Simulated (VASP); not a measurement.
**TiC: single point with PBE**

The system is TiC.

```
Ti C
1.0
     0.00000    2.16400    2.10990
     2.16400    0.00000    2.10990
     2.16400    2.16400    0.00000
Ti C
1 1
Direct
  0.00000 0.00000 0.00000
  0.50000 0.50000 0.50000
```

This cell differs from its parent crystal: strain -0.0250 x Voigt [0, 0, 1, 0, 0, 0].

```yaml
Program: VASP 6.6.1
Task: single point
Functional: PBE
Potentials_or_basis: VASP PAW PBE potentials, release 64 (Ti_sv, C)
Cutoff: 520 eV
k_mesh: 18 × 18 × 18
Occupations: gaussian, width 0.15 eV
Spin: no spin polarisation
```

- Pressure: 8.2 GPa
- Band gap on the k mesh: zero (band 8 reaches 10.58 eV, above the bottom of band 9 at 9.15 eV)

Stress tensor (GPa, compression positive):
```
 4.26  0.00  0.00
 0.00  4.26  0.00
 0.00  0.00 15.99
```

Levels at points of the mesh, in eV from the Fermi level:
| k point | band 6 | band 7 | band 8 | band 9 | band 10 | band 11 |
| --- | --- | --- | --- | --- | --- | --- |
| (0.00, 0.00, 0.00) | 0.63 | 0.63 | 0.83 | 1.67 | 1.67 | 1.67 |
| (0.50, 0.00, 0.00) | -5.97 | -3.02 | -2.98 | 2.96 | 3.08 | 4.26 |
| (0.50, 0.50, 0.00) | -3.26 | -1.74 | -0.15 | -0.15 | 2.81 | 3.66 |
| (0.50, 0.00, 0.50) | -3.55 | -1.69 | 0.03 | 0.06 | 2.79 | 3.56 |

Run time: 3.6 min on 1 thread of AMD EPYC 7R13, on a shared host, peak memory 0.23 GiB.

Caveat: the cell differs from its parent crystal (strain -0.0250 x Voigt [0, 0, 1, 0, 0, 0]).
